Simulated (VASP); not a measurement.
# Mn (P6_3/mmc) in VASP: notebook

Mn is run at these levels: r2SCAN; tasks: single point.

All numbers are computed with VASP 6.6.1; they aren't measurements. Logs are shortened: lines on timing, memory, paths and dates and some standing lists are left out, and cuts for length are marked.

### Step 1. The cell of the first run

Symmetry: P6_3/mmc, No. 194, hexagonal system. Conventional cell: a = 2.481 Å, b = 2.481 Å, c = 8.186 Å, α = 90.00°, β = 90.00°, γ = 120.00°. Within 2.6 Å of Mn (site symmetry 3m) lie 10 Mn at 1.94 to 2.59 Å.

### Step 2. Single point, r2SCAN

File POSCAR:

```
Mn
1.0
    2.4811250979      0.0000000000      0.0000000000
   -1.2405625489      2.1487173648      0.0000000000
    0.0000000000      0.0000000000      8.1861612430
Mn
4
Direct
    0.3333333333      0.6666666667      0.3682642687
    0.6666666667      0.3333333333      0.8682642687
    0.6666666667      0.3333333333      0.6317357313
    0.3333333333      0.6666666667      0.1317357313
```

File INCAR.step1:

```
PREC = Accurate
ENCUT = 520
ISMEAR = 0
SIGMA = 0.1
LREAL = False
LASPH = True
NELM = 100
NBANDS = 34
GGA = PE
ALGO = Normal
EDIFF = 1E-4
LWAVE = True
LCHARG = False
```

File INCAR.step2:

```
PREC = Accurate
ENCUT = 520
EDIFF = 1E-6
ISMEAR = 0
SIGMA = 0.1
LREAL = False
LASPH = True
NELM = 100
ALGO = Normal
ISIF = 2
LWAVE = False
LCHARG = False
METAGGA = R2SCAN
LMIXTAU = True
NBANDS = 34
ISTART = 1
```

File KPOINTS:

```
regular mesh
0
Gamma
  6 6 4
```

Potentials or basis: VASP PAW PBE potentials, release 64 (Mn_pv).

Command:

```sh
cat potpaw_PBE.64/Mn_pv/POTCAR > POTCAR
cp INCAR.step1 INCAR
mpirun -np 1 vasp_std > vasp.out
cp INCAR.step2 INCAR
mpirun -np 1 vasp_std > vasp.out
```

OUTCAR:

```text
PREC = Accurate
   ENCUT = 520
   EDIFF = 1E-6
   ISMEAR = 0
   LREAL = False
   LASPH = True
   NELM = 100
   ISIF = 2
   METAGGA = R2SCAN
   ISTART = 1

 ion  position               nearest neighbor table
   1  0.333  0.667  0.368-   4 1.94   3 2.59   3 2.59   3 2.59   4 3.15   4 3.15   4 3.15   4 3.15
                             4 3.15   4 3.15
   2  0.667  0.333  0.868-   3 1.94   4 2.59   4 2.59   4 2.59   3 3.15   3 3.15   3 3.15   3 3.15
                             3 3.15   3 3.15
   3  0.667  0.333  0.632-   2 1.94   1 2.59   1 2.59   1 2.59   2 3.15   2 3.15   2 3.15   2 3.15
                             2 3.15   2 3.15
   4  0.333  0.667  0.132-   1 1.94   2 2.59   2 2.59   2 2.59   1 3.15   1 3.15   1 3.15   1 3.15
                             1 3.15   1 3.15

  LATTYP: Found a hexagonal cell.
 ALAT       =     2.4811250979
 C/A-ratio  =     3.2993746466

  Lattice vectors:

 A1 = (   2.4811250979,   0.0000000000,   0.0000000000)
 A2 = (  -1.2405625489,   2.1487173648,   0.0000000000)
 A3 = (   0.0000000000,   0.0000000000,   8.1861612430)

Analysis of symmetry for initial positions (statically):
=====================================================================
 Subroutine PRICEL returns:
 Original cell was already a primitive cell.

 Routine SETGRP: Setting up the symmetry group for a
 hexagonal supercell.

 Subroutine GETGRP returns: Found 24 space group operations
 (whereof 12 operations were pure point group operations)
 out of a pool of 24 trial point group operations.

The static configuration has the point symmetry D_3d.
 The point group associated with its full space group is D_6h.

Analysis of symmetry for dynamics (positions and initial velocities):
=====================================================================
 Subroutine PRICEL returns:
 Original cell was already a primitive cell.

 Routine SETGRP: Setting up the symmetry group for a
 hexagonal supercell.

 Subroutine GETGRP returns: Found 24 space group operations
 (whereof 12 operations were pure point group operations)
 out of a pool of 24 trial point group operations.

The dynamic configuration has the point symmetry D_3d.
 The point group associated with its full space group is D_6h.

 Subroutine INISYM returns: Found 24 space group operations
 (whereof 12 operations are pure point group operations),
 and found     1 'primitive' translations

----------------------------------------------------------------------------------------

                                     Primitive cell

  volume of cell :      43.6424

  direct lattice vectors                    reciprocal lattice vectors
     2.481125098  0.000000000  0.000000000     0.403042959  0.232696961  0.000000000
    -1.240562549  2.148717365  0.000000000     0.000000000  0.465393921  0.000000000
     0.000000000  0.000000000  8.186161243     0.000000000  0.000000000  0.122157379

  length of vectors
     2.481125098  2.481125098  8.186161243     0.465393921  0.465393921  0.122157379

  position of ions in fractional coordinates (direct lattice)
     0.333333333  0.666666667  0.368264269
     0.666666667  0.333333333  0.868264269
     0.666666667  0.333333333  0.631735731
     0.333333333  0.666666667  0.131735731

  ion indices of the primitive-cell ions
   primitive index   ion index
                 1           1
                 2           2
                 3           3
                 4           4

----------------------------------------------------------------------------------------

 KPOINTS: regular mesh

Automatic generation of k-mesh.
 Grid dimensions read from file:
 generate k-points for:    6    6    4

 Generating k-lattice:

  Cartesian coordinates                     Fractional coordinates (reciprocal lattice)
     0.067173826  0.038782827  0.000000000     0.166666667  0.000000000  0.000000000
     0.000000000  0.077565654  0.000000000     0.000000000  0.166666667  0.000000000
     0.000000000  0.000000000  0.030539345     0.000000000  0.000000000  0.250000000

  Length of vectors
     0.077565654  0.077565654  0.030539345

  Shift w.r.t. Gamma in fractional coordinates (k-lattice)
     0.000000000  0.000000000  0.000000000

 Subroutine IBZKPT returns following result:
 ===========================================

 Found     21 irreducible k-points:

 Following reciprocal coordinates:
            Coordinates               Weight
  0.000000  0.000000  0.000000      1.000000
  0.166667 -0.000000  0.000000      6.000000
  0.333333  0.000000  0.000000      6.000000
  0.500000 -0.000000  0.000000      3.000000
  0.166667  0.166667  0.000000      6.000000
  0.333333  0.166667  0.000000     12.000000
[... 13 lines left out ...]
  0.333333  0.166667  0.500000     12.000000
  0.333333  0.333333  0.500000      2.000000
   k-points           NKPTS =     21   k-points in BZ     NKDIM =     21   number of bands    NBANDS=     34
   number of dos      NEDOS =    301   number of ions     NIONS =      4
   total plane-waves  NPLWV =  20736
   dimension x,y,z NGX =    18 NGY =   18 NGZ =   64
   dimension x,y,z NGXF=    36 NGYF=   36 NGZF=  128
   ions per type =               4
   NGX,Y,Z   is equivalent  to a cutoff of  12.06, 12.06, 13.00 a.u.
   NGXF,Y,Z  is equivalent  to a cutoff of  24.12, 24.12, 25.99 a.u.
 SYSTEM =  unknown system
   PREC   = accura    normal or accurate (medium, high low for compatibility)
   ISTART =      1    job   : 0-new  1-cont  2-samecut
   ICHARG =      0    charge: 1-file 2-atom 10-const
   ISPIN  =      1    spin polarized calculation?
   LNONCOLLINEAR =      F non collinear calculations
   LSORBIT =      F    spin-orbit coupling
   LASPH  =      T    aspherical Exc in radial PAW
   ENCUT  =  520.0 eV  38.22 Ry    6.18 a.u.   4.61  4.61 15.22*2*pi/ulx,y,z
   NELM   =    100;   NELMIN=  2; NELMDL=  0     # of ELM steps
   EDIFF  = 0.1E-05   stopping-criterion for ELM
   LREAL  =      F    real-space projection
   EDIFFG = 0.1E-04   stopping-criterion for IOM
   NSW    =      0    number of steps for IOM
   IBRION =     -1    ionic relax: 0-MD 1-quasi-New 2-CG
   NFREE  =      0    steps in history (QN), initial steepest desc. (CG)
   ISIF   =      2    stress and relaxation
   ISYM   =      2    0-nonsym 1-usesym 2-fastsym
   POTIM  = 0.5000    time-step for ionic-motion
   TEBEG  =    0.0;   TEEND  =   0.0 temperature during run
   PSTRESS=    0.0 pullay stress
   NELECT =      52.0000    total number of electrons
   NUPDOWN=      -1.0000    fix difference up-down
   EMIN   =  10.00;   EMAX   =-10.00  energy-range for DOS
   EFERMI =   0.00;   METHOD = LEGACY
   ISMEAR =     0;   SIGMA  =   0.10  broadening in eV -4-tet -1-fermi 0-gaus
   EFERMI_NEDOS =   21; number of points for ismear=-14 and -15
   IALGO  =     38    algorithm
   IMIX   =      4    mixing-type and parameters
     AMIX     =   0.40;   BMIX     =  1.00
     AMIX_MAG =   1.60;   BMIX_MAG =  1.00
  volume/ion in A,a.u.               =      10.91        73.63
  Fermi-wavevector in a.u.,A,eV,Ry     =   1.735561  3.279735 40.983084  3.012172
  Thomas-Fermi vector in A             =   2.809143
   LORBIT       =      0    0 simple, 1 ext, 2 COOP (PROOUT), +10 PAW based schemes
   METAGGA = R2SCAN    functional components
   LHFCALC =     F    Hartree Fock is set to
   AEXX    =    0.0000 exact exchange contribution
   IVDW    =     0    specifies the selected vdW correction
   LEPSILON=     F    determine dielectric tensor
   LRPA    =     F    only Hartree local field effects (RPA)
 non-spin polarized calculation
 Gauss-broadening in eV      SIGMA  =   0.10
  energy-cutoff  :      520.00
  volume of cell :       43.64
 maximum number of plane-waves:      1194
   NGX =  9   NGY =  9   NGZ = 31

 number of electron      52.0000012 magnetization

 Free energy of the ion-electron system (eV)
  ---------------------------------------------------
  ext. energy  EPLUGINS =         0.00000000
  ---------------------------------------------------
  free energy    TOTEN  =       -55.66456662 eV

  energy without entropy =      -55.63611096  energy(sigma->0) =      -55.65033879

 E-fermi :  10.4272     XC(G=0): -15.1737

 val. band max:       10.3649882299   @ k =   0.0000   0.0000   0.2500
 cond. band min:      10.4341920690   @ k =   0.1667  -0.0000   0.2500
 fundamental gap:      0.0692038391
 Fermi energy:        10.4271507579

 k-point     1 :       0.0000    0.0000    0.0000
  band No.  band energies     occupation
      1     -40.5597      2.00000
      2     -40.3039      2.00000
      3     -39.1864      2.00000
      4     -39.1862      2.00000
      5     -39.1579      2.00000
      6     -39.1578      2.00000
[... 26 lines left out ...]
     33      11.9717      0.00000
     34      11.9717      0.00000

 k-point     2 :       0.1667   -0.0000    0.0000
  band No.  band energies     occupation
      1     -40.5172      2.00000
      2     -40.2938      2.00000
      3     -39.3437      2.00000
      4     -39.3173      2.00000
      5     -39.2262      2.00000
      6     -39.1908      2.00000
[... 26 lines left out ...]
     33      11.8086      0.00000
     34      12.5882      0.00000

 k-point     3 :       0.3333    0.0000    0.0000
  band No.  band energies     occupation
      1     -40.4247      2.00000
      2     -40.2831      2.00000
      3     -39.6555      2.00000
      4     -39.6235      2.00000
      5     -39.4259      2.00000
      6     -39.3935      2.00000
[... 26 lines left out ...]
     33      11.9033      0.00000
     34      12.5635      0.00000
[... 593 lines left out ...]
 k-point    20 :       0.3333    0.1667    0.5000
  band No.  band energies     occupation
      1     -40.3271      2.00000
      2     -40.3271      2.00000
      3     -39.7234      2.00000
      4     -39.7234      2.00000
      5     -39.4677      2.00000
      6     -39.4677      2.00000
[... 26 lines left out ...]
     33      14.0150      0.00000
     34      14.0150      0.00000

 k-point    21 :       0.3333    0.3333    0.5000
  band No.  band energies     occupation
      1     -40.3122      2.00000
      2     -40.3122      2.00000
      3     -39.6141      2.00000
      4     -39.6141      2.00000
      5     -39.6120      2.00000
      6     -39.6120      2.00000
[... 26 lines left out ...]
     33      17.6056      0.00000
     34      17.6056      0.00000

------------------------ aborting loop because EDIFF is reached ----------------------------------------

  FORCE on cell =-STRESS in cart. coord.  units (eV):
  Direction    XX          YY          ZZ          XY          YZ          ZX
  --------------------------------------------------------------------------------------
  -------------------------------------------------------------------------------------
  Total       -0.0433468     -0.0433468      2.5645865     -0.0000000      0.0000000      0.0000000
  in kB       -1.5913279     -1.5913279     94.1498614     -0.0000000      0.0000000      0.0000000
  external PRESSURE =      30.3224018 kB  Pullay stress =       0.0000000 kB

 VOLUME and BASIS-vectors are now :
 -----------------------------------------------------------------------------
  energy-cutoff  :      520.00
  volume of cell :       43.64
      direct lattice vectors                 reciprocal lattice vectors
     2.481125098  0.000000000  0.000000000     0.403042959  0.232696961  0.000000000
    -1.240562549  2.148717365  0.000000000     0.000000000  0.465393921  0.000000000
     0.000000000  0.000000000  8.186161243     0.000000000  0.000000000  0.122157379

 POSITION                                       TOTAL-FORCE (eV/Angst)
 -----------------------------------------------------------------------------------
     -0.00000      1.43248      3.01467        -0.000000      0.000000      0.692457
      1.24056      0.71624      7.10775         0.000000     -0.000000      0.692457
      1.24056      0.71624      5.17149         0.000000     -0.000000     -0.692457
     -0.00000      1.43248      1.07841        -0.000000      0.000000     -0.692457
 -----------------------------------------------------------------------------------
    total drift:                               -0.000000      0.000000     -0.000000

  FREE ENERGIE OF THE ION-ELECTRON SYSTEM (eV)
  ---------------------------------------------------
  free  energy   TOTEN  =       -55.6645666193 eV

  energy  without entropy=      -55.6361109634  energy(sigma->0) =      -55.65033879
```

Wall time 99 s (1 thread of AMD EPYC 7R13 (Zen 3), shared host); peak memory 0.14 GiB.

Results:

```
Free energy            : -55.6646 eV
Pressure               : 3.0 GPa
Largest force          : 0.692 eV/Å
Band gap on the k mesh : zero (band 26 reaches 11.40 eV, above the bottom of band 27 at 9.77 eV)
```

Forces in eV/Å, atoms in the order of the input:
```
Mn   0.000  0.000  0.692
Mn   0.000  0.000  0.692
Mn   0.000  0.000 -0.692
Mn   0.000  0.000 -0.692
```

Levels at points of the mesh, in eV from the Fermi level:
```tsv
k point	band 23	band 24	band 25	band 26	band 27	band 28	band 29	band 30
(0.00, 0.00, 0.00)	-0.77	-0.67	-0.67	-0.61	-0.61	-0.53	-0.53	-0.21
(0.50, 0.00, 0.00)	-0.70	-0.67	0.37	0.68	1.64	1.70	1.94	2.00
(0.00, 0.00, 0.50)	-0.82	-0.82	-0.82	-0.82	-0.58	-0.58	-0.26	-0.26
(0.50, 0.00, 0.50)	-0.96	-0.96	0.53	0.53	1.49	1.49	1.68	1.68
```

Caveat: the k points lie up to 0.49 Å⁻¹ apart; the PAW data sets were made with another functional, which shifts forces and pressure a little; the run has no spin polarisation, though such a crystal can be magnetic.

(Part 1 of 2 ends here.)
